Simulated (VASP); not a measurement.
# PbS (I4mm) in VASP: further runs

Runs on PbS. Level: LDA. Tasks: single point.

Program: VASP 6.6.1. These are calculated values, not measurements. Logs are shortened: lines on timing, memory, paths and dates and some standing lists are left out, and cuts for length are marked.

### 1 The cell of the first run

It takes space group I4mm (No. 107, tetragonal). Conventional cell: a = 4.193 Å, b = 4.193 Å, c = 5.930 Å, α = 90.00°, β = 90.00°, γ = 90.00°. Within 3.3 Å of Pb (site symmetry 4mm) lie 5 S at 2.47 to 3.01 Å. Within 3.3 Å of S (site symmetry 4mm) lie 5 Pb at 2.47 to 3.01 Å.

### 2 Single point, LDA (all S atoms moved -0.500 Å, as atom 2 along Cartesian [0 0 1])

Input file INCAR:

```
PREC = Accurate ; ENCUT = 520
EDIFF = 1E-7 ; ISMEAR = 0
SIGMA = 0.03 ; LREAL = False
LASPH = True ; NELM = 100
ALGO = Normal ; ISIF = 2
LWAVE = False ; LCHARG = False
GGA = CA ; NBANDS = 17
```

Input file KPOINTS:

```
Automatic mesh
0
Gamma
  10 10 10
```

Input file POSCAR:

```
PbS
1.0
    0.0000000000      2.9650000000      2.9650000000
    2.9650000000      0.0000000000      2.9650000000
    2.9650000000      2.9650000000      0.0000000000
Pb S
1 1
Direct
    0.0000000000      0.0000000000      0.0000000000
    0.4156829680      0.4156829680      0.5843170320
```

Potentials or basis: VASP PAW LDA potentials, release 64 (Pb_d, S).

The run is started by

```sh
cat potpaw_LDA.64/Pb_d/POTCAR potpaw_LDA.64/S/POTCAR > POTCAR
mpirun -np 1 vasp_std > vasp.out
```

OUTCAR:

```text
PREC = Accurate
   ENCUT = 520
   EDIFF = 1E-7
   ISMEAR = 0
   LREAL = False
   LASPH = True
   NELM = 100
   ISIF = 2
   GGA = CA

 ion  position               nearest neighbor table
   1  0.000  0.000  0.000-   2 2.47   2 3.01   2 3.01   2 3.01   2 3.01   2 3.46
   2  0.416  0.416  0.584-   1 2.47   1 3.01   1 3.01   1 3.01   1 3.01   1 3.46

  LATTYP: Found a face centered cubic cell.
 ALAT       =     5.9300000000

  Lattice vectors:

 A1 = (   0.0000000000,   2.9650000000,   2.9650000000)
 A2 = (   2.9650000000,   0.0000000000,   2.9650000000)
 A3 = (   2.9650000000,   2.9650000000,   0.0000000000)

Analysis of symmetry for initial positions (statically):
=====================================================================
 Subroutine PRICEL returns:
 Original cell was already a primitive cell.

 Routine SETGRP: Setting up the symmetry group for a
 face centered cubic supercell.

 Subroutine GETGRP returns: Found  8 space group operations
 (whereof  8 operations were pure point group operations)
 out of a pool of 48 trial point group operations.

The static configuration has the point symmetry C_4v.

Analysis of symmetry for dynamics (positions and initial velocities):
=====================================================================
 Subroutine PRICEL returns:
 Original cell was already a primitive cell.

 Routine SETGRP: Setting up the symmetry group for a
 face centered cubic supercell.

 Subroutine GETGRP returns: Found  8 space group operations
 (whereof  8 operations were pure point group operations)
 out of a pool of 48 trial point group operations.

The dynamic configuration has the point symmetry C_4v.

 Subroutine INISYM returns: Found  8 space group operations
 (whereof  8 operations are pure point group operations),
 and found     1 'primitive' translations

----------------------------------------------------------------------------------------

                                     Primitive cell

  volume of cell :      52.1320

  direct lattice vectors                    reciprocal lattice vectors
     0.000000000  2.965000000  2.965000000    -0.168634064  0.168634064  0.168634064
     2.965000000  0.000000000  2.965000000     0.168634064 -0.168634064  0.168634064
     2.965000000  2.965000000  0.000000000     0.168634064  0.168634064 -0.168634064

  length of vectors
     4.193143212  4.193143212  4.193143212     0.292082767  0.292082767  0.292082767

  position of ions in fractional coordinates (direct lattice)
     0.000000000  0.000000000  0.000000000
     0.415682968  0.415682968  0.584317032

  ion indices of the primitive-cell ions
   primitive index   ion index
                 1           1
                 2           2

----------------------------------------------------------------------------------------

 KPOINTS: Automatic mesh

Automatic generation of k-mesh.
 Grid dimensions read from file:
 generate k-points for:   10   10   10

 Generating k-lattice:

  Cartesian coordinates                     Fractional coordinates (reciprocal lattice)
    -0.016863406  0.016863406  0.016863406     0.100000000  0.000000000  0.000000000
     0.016863406 -0.016863406  0.016863406     0.000000000  0.100000000  0.000000000
     0.016863406  0.016863406 -0.016863406     0.000000000  0.000000000  0.100000000

  Length of vectors
     0.029208277  0.029208277  0.029208277

  Shift w.r.t. Gamma in fractional coordinates (k-lattice)
     0.000000000  0.000000000  0.000000000

 Subroutine IBZKPT returns following result:
 ===========================================

 Found    102 irreducible k-points:

 Following reciprocal coordinates:
            Coordinates               Weight
  0.000000  0.000000  0.000000      1.000000
  0.100000  0.000000  0.000000      8.000000
  0.200000  0.000000  0.000000      8.000000
  0.300000  0.000000  0.000000      8.000000
  0.400000  0.000000  0.000000      8.000000
  0.500000  0.000000  0.000000      4.000000
[... 16 lines left out ...]
 -0.100000  0.100000  0.000000      4.000000
  0.000000 -0.100000  0.100000      8.000000
 [... further k-points ...]
   k-points           NKPTS =    102   k-points in BZ     NKDIM =    102   number of bands    NBANDS=     17
   number of dos      NEDOS =    301   number of ions     NIONS =      2
   total plane-waves  NPLWV =  32768
   dimension x,y,z NGX =    32 NGY =   32 NGZ =   32
   dimension x,y,z NGXF=    64 NGYF=   64 NGZF=   64
   ions per type =               1   1
   NGX,Y,Z   is equivalent  to a cutoff of  12.69, 12.69, 12.69 a.u.
   NGXF,Y,Z  is equivalent  to a cutoff of  25.37, 25.37, 25.37 a.u.
 SYSTEM =  unknown system
   PREC   = accura    normal or accurate (medium, high low for compatibility)
   ISTART =      0    job   : 0-new  1-cont  2-samecut
   ICHARG =      2    charge: 1-file 2-atom 10-const
   ISPIN  =      1    spin polarized calculation?
   LNONCOLLINEAR =      F non collinear calculations
   LSORBIT =      F    spin-orbit coupling
   LASPH  =      T    aspherical Exc in radial PAW
   ENCUT  =  520.0 eV  38.22 Ry    6.18 a.u.   7.80  7.80  7.80*2*pi/ulx,y,z
   NELM   =    100;   NELMIN=  2; NELMDL= -5     # of ELM steps
   EDIFF  = 0.1E-06   stopping-criterion for ELM
   LREAL  =      F    real-space projection
   EDIFFG = 0.1E-05   stopping-criterion for IOM
   NSW    =      0    number of steps for IOM
   IBRION =     -1    ionic relax: 0-MD 1-quasi-New 2-CG
   NFREE  =      0    steps in history (QN), initial steepest desc. (CG)
   ISIF   =      2    stress and relaxation
   ISYM   =      2    0-nonsym 1-usesym 2-fastsym
   POTIM  = 0.5000    time-step for ionic-motion
   TEBEG  =    0.0;   TEEND  =   0.0 temperature during run
   PSTRESS=    0.0 pullay stress
   NELECT =      20.0000    total number of electrons
   NUPDOWN=      -1.0000    fix difference up-down
   EMIN   =  10.00;   EMAX   =-10.00  energy-range for DOS
   EFERMI =   0.00;   METHOD = LEGACY
   ISMEAR =     0;   SIGMA  =   0.03  broadening in eV -4-tet -1-fermi 0-gaus
   EFERMI_NEDOS =   21; number of points for ismear=-14 and -15
   IALGO  =     38    algorithm
   IMIX   =      4    mixing-type and parameters
     AMIX     =   0.40;   BMIX     =  1.00
     AMIX_MAG =   1.60;   BMIX_MAG =  1.00
  volume/ion in A,a.u.               =      26.07       175.90
  Fermi-wavevector in a.u.,A,eV,Ry     =   1.189552  2.247928 19.252709  1.415034
  Thomas-Fermi vector in A             =   2.325657
   LORBIT       =      0    0 simple, 1 ext, 2 COOP (PROOUT), +10 PAW based schemes
   GGA     = CA    functional components
   LHFCALC =     F    Hartree Fock is set to
   AEXX    =    0.0000 exact exchange contribution
   IVDW    =     0    specifies the selected vdW correction
   LEPSILON=     F    determine dielectric tensor
   LRPA    =     F    only Hartree local field effects (RPA)
 non-spin polarized calculation
 Gauss-broadening in eV      SIGMA  =   0.03
  energy-cutoff  :      520.00
  volume of cell :       52.13
 maximum number of plane-waves:      1422
   NGX = 15   NGY = 15   NGZ = 15

 number of electron      20.0000000 magnetization

 Free energy of the ion-electron system (eV)
  ---------------------------------------------------
  ext. energy  EPLUGINS =         0.00000000
  ---------------------------------------------------
  free energy    TOTEN  =        -9.76488852 eV

  energy without entropy =       -9.76488852  energy(sigma->0) =       -9.76488852

 E-fermi :   5.3051     XC(G=0):  -9.9884

 val. band max:        5.1182676189   @ k =  -0.2000   0.2000   0.0000
 cond. band min:       6.5358372434   @ k =   0.5000   0.0000   0.0000
 fundamental gap:      1.4175696244
 Fermi energy:         5.3050943780

 k-point     1 :       0.0000    0.0000    0.0000
  band No.  band energies     occupation
      1     -11.2113      2.00000
      2     -11.1307      2.00000
      3     -11.1181      2.00000
      4     -11.1027      2.00000
      5     -11.1027      2.00000
      6      -8.2640      2.00000
[... 9 lines left out ...]
     16      13.4276      0.00000
     17      14.0796      0.00000

 k-point     2 :       0.1000    0.0000    0.0000
  band No.  band energies     occupation
      1     -11.2163      2.00000
      2     -11.1286      2.00000
      3     -11.1202      2.00000
      4     -11.1006      2.00000
      5     -11.0983      2.00000
      6      -8.1750      2.00000
[... 9 lines left out ...]
     16      13.1659      0.00000
     17      14.8573      0.00000

 k-point     3 :       0.2000    0.0000    0.0000
  band No.  band energies     occupation
      1     -11.2295      2.00000
      2     -11.1267      2.00000
      3     -11.1238      2.00000
      4     -11.0941      2.00000
      5     -11.0855      2.00000
      6      -7.9210      2.00000
[... 9 lines left out ...]
     16      13.2647      0.00000
     17      16.3528      0.00000

 k-point     4 :       0.3000    0.0000    0.0000
  band No.  band energies     occupation
      1     -11.2457      2.00000
      2     -11.1353      2.00000
      3     -11.1199      2.00000
      4     -11.0840      2.00000
      5     -11.0692      2.00000
      6      -7.5496      2.00000
[... 9 lines left out ...]
     16      13.9295      0.00000
     17      17.9207      0.00000
[... 343 lines left out ...]
      1     -11.2412      2.00000
      2     -11.1287      2.00000
      3     -11.1239      2.00000
      4     -11.0903      2.00000
      5     -11.0741      2.00000
      6      -7.7294      2.00000
[... 9 lines left out ...]
     16      14.0688      0.00000
     17      15.9986      0.00000

 k-point    23 :      -0.1000    0.1000    0.0000
  band No.  band energies     occupation
      1     -11.2224      2.00000
      2     -11.1255      2.00000
      3     -11.1204      2.00000
      4     -11.1007      2.00000
      5     -11.0942      2.00000
      6      -8.0339      2.00000
[... 9 lines left out ...]
     16      13.3760      0.00000
     17      15.1365      0.00000

 k-point    24 :       0.0000   -0.1000    0.1000
  band No.  band energies     occupation
      1     -11.2258      2.00000
      2     -11.1279      2.00000
      3     -11.1219      2.00000
      4     -11.0981      2.00000
      5     -11.0878      2.00000
      6      -8.0280      2.00000
[... 9 lines left out ...]
     16      13.6323      0.00000
     17      14.9783      0.00000

 [... further k-points ...]
[... 5 lines left out ...]
  --------------------------------------------------------------------------------------
  -------------------------------------------------------------------------------------
  Total       -0.6006224     -0.6006224      3.2851450      0.0000000      0.0000000      0.0000000
  in kB      -18.4589936    -18.4589936    100.9627198      0.0000000      0.0000000      0.0000000
  external PRESSURE =      21.3482442 kB  Pullay stress =       0.0000000 kB

 VOLUME and BASIS-vectors are now :
 -----------------------------------------------------------------------------
  energy-cutoff  :      520.00
  volume of cell :       52.13
      direct lattice vectors                 reciprocal lattice vectors
     0.000000000  2.965000000  2.965000000    -0.168634064  0.168634064  0.168634064
     2.965000000  0.000000000  2.965000000     0.168634064 -0.168634064  0.168634064
     2.965000000  2.965000000  0.000000000     0.168634064  0.168634064 -0.168634064

 POSITION                                       TOTAL-FORCE (eV/Angst)
 -----------------------------------------------------------------------------------
      0.00000      0.00000      0.00000         0.000000      0.000000     -1.607716
      2.96500      2.96500      2.46500         0.000000      0.000000      1.607716
 -----------------------------------------------------------------------------------
    total drift:                               -0.000001     -0.000001     -0.000180

  FREE ENERGIE OF THE ION-ELECTRON SYSTEM (eV)
  ---------------------------------------------------
  free  energy   TOTEN  =        -9.7648885165 eV

  energy  without entropy=       -9.7648885165  energy(sigma->0) =       -9.76488852
```

It took 37 s on 1 thread of Intel Xeon 6975P-C (Granite Rapids), shared host; peak memory 0.21 GiB.

Results:

| Quantity | Value |
| --- | --- |
| Free energy | -9.7649 eV |
| Pressure | 2.1 GPa |
| Largest force | 1.608 eV/Å |
| Band gap on the k mesh | 1.42 eV, indirect (least direct gap 1.47 eV) |

Forces in eV/Å, atoms in the order of the input:
```
Pb   0.000  0.000 -1.608
S    0.000  0.000  1.608
```

Stress tensor (GPa, compression positive):
```
-1.85  0.00  0.00
 0.00 -1.85  0.00
 0.00  0.00 10.10
```

Caveat: the cell differs from its parent crystal (all S atoms moved -0.500 Å, as atom 2 along Cartesian [0 0 1]); spin-orbit coupling is left out, which moves the levels of the heavy elements; forces of over 1 eV/Å act on the atoms, so gaps and moduli don't describe the material at rest. A k mesh can miss the band edges.

### 3 Single point, LDA (all S atoms moved +0.375 Å, as atom 2 along Cartesian [0 0 1])

Input file INCAR:

```
ALGO = Normal
EDIFF = 1E-6
ENCUT = 520
GGA = CA
ISIF = 2
ISMEAR = 0
LASPH = True
LCHARG = False
LREAL = False
LWAVE = False
NBANDS = 17
NELM = 100
PREC = Accurate
SIGMA = 0.03
```

Input file KPOINTS:

```
k-points
0
Gamma
  10 10 10
```

Changes to POSCAR since step 2:

```diff
@@ -9,2 +9,2 @@
     0.0000000000      0.0000000000      0.0000000000
-    0.4156829680      0.4156829680      0.5843170320
+    0.5632377740      0.5632377740      0.4367622260
```

Potentials or basis: VASP PAW LDA potentials, release 64 (Pb_d, S).

The run is started by

```sh
cat potpaw_LDA.64/Pb_d/POTCAR potpaw_LDA.64/S/POTCAR > POTCAR
mpirun -np 1 vasp_std > vasp.out
```

OUTCAR:

```text
EDIFF = 1E-6
   ENCUT = 520
   GGA = CA
   ISIF = 2
   ISMEAR = 0
   LASPH = True
   LREAL = False
   NELM = 100
   PREC = Accurate

 ion  position               nearest neighbor table
   1  0.000  0.000  0.000-   2 2.59   2 2.99   2 2.99   2 2.99   2 2.99   2 3.34
   2  0.563  0.563  0.437-   1 2.59   1 2.99   1 2.99   1 2.99   1 2.99   1 3.34

  LATTYP: Found a face centered cubic cell.
 ALAT       =     5.9300000000

  Lattice vectors:

 A1 = (   0.0000000000,   2.9650000000,   2.9650000000)
 A2 = (   2.9650000000,   0.0000000000,   2.9650000000)
[... 649 lines left out ...]
      5     -11.1007      2.00000
      6      -7.9071      2.00000
[... 9 lines left out ...]
     16      13.2963      0.00000
     17      14.9795      0.00000

 [... further k-points ...]
[... 5 lines left out ...]
  --------------------------------------------------------------------------------------
  -------------------------------------------------------------------------------------
  Total       -0.6986390     -0.6986390      1.2902650      0.0000000      0.0000000      0.0000000
  in kB      -21.4713487    -21.4713487     39.6538546      0.0000000      0.0000000      0.0000000
  external PRESSURE =      -1.0962809 kB  Pullay stress =       0.0000000 kB

 VOLUME and BASIS-vectors are now :
 -----------------------------------------------------------------------------
  energy-cutoff  :      520.00
  volume of cell :       52.13
      direct lattice vectors                 reciprocal lattice vectors
     0.000000000  2.965000000  2.965000000    -0.168634064  0.168634064  0.168634064
     2.965000000  0.000000000  2.965000000     0.168634064 -0.168634064  0.168634064
     2.965000000  2.965000000  0.000000000     0.168634064  0.168634064 -0.168634064

 POSITION                                       TOTAL-FORCE (eV/Angst)
 -----------------------------------------------------------------------------------
      0.00000      0.00000      0.00000         0.000000      0.000000      0.726292
      2.96500      2.96500      3.34000         0.000000      0.000000     -0.726292
 -----------------------------------------------------------------------------------
    total drift:                                0.000000      0.000000      0.000305

  FREE ENERGIE OF THE ION-ELECTRON SYSTEM (eV)
  ---------------------------------------------------
  free  energy   TOTEN  =        -9.9057438486 eV

  energy  without entropy=       -9.9057438486  energy(sigma->0) =       -9.90574385
```

Run time: 28 s. Hardware: 1 thread of Intel Xeon 6975P-C (Granite Rapids), shared host; peak memory 0.21 GiB.

What came out:

```
Free energy            : -9.9057 eV
Pressure               : -0.1 GPa
Largest force          : 0.726 eV/Å
Band gap on the k mesh : 1.15 eV, direct
```

Forces on the atoms (eV/Å):
```
Pb   0.000  0.000  0.726
S    0.000  0.000 -0.726
```

Levels at points of the mesh, in eV from the valence-band top:
```csv
k point,band 6,band 7,band 8,band 9,band 10,band 11,band 12,band 13,band 14,band 15
"(0.00, 0.00, 0.00)",-13.32,-5.53,-1.98,-1.67,-1.67,4.69,4.69,5.73,7.02,7.86
"(0.50, 0.00, 0.00)",-12.04,-8.42,-1.79,-1.46,0.00,1.15,2.37,2.90,8.55,10.51
"(0.50, 0.50, 0.00)",-11.44,-7.60,-4.10,-3.09,-3.09,4.15,6.05,6.05,6.13,11.38
"(0.00, 0.50, 0.50)",-11.64,-6.83,-4.86,-3.00,-2.91,3.20,5.85,6.44,6.87,11.35
```

Caveat: the cell differs from its parent crystal (all S atoms moved +0.375 Å, as atom 2 along Cartesian [0 0 1]); spin-orbit coupling is left out, which moves the levels of the heavy elements. A k mesh can miss the band edges.

[end of part 1 of 2]
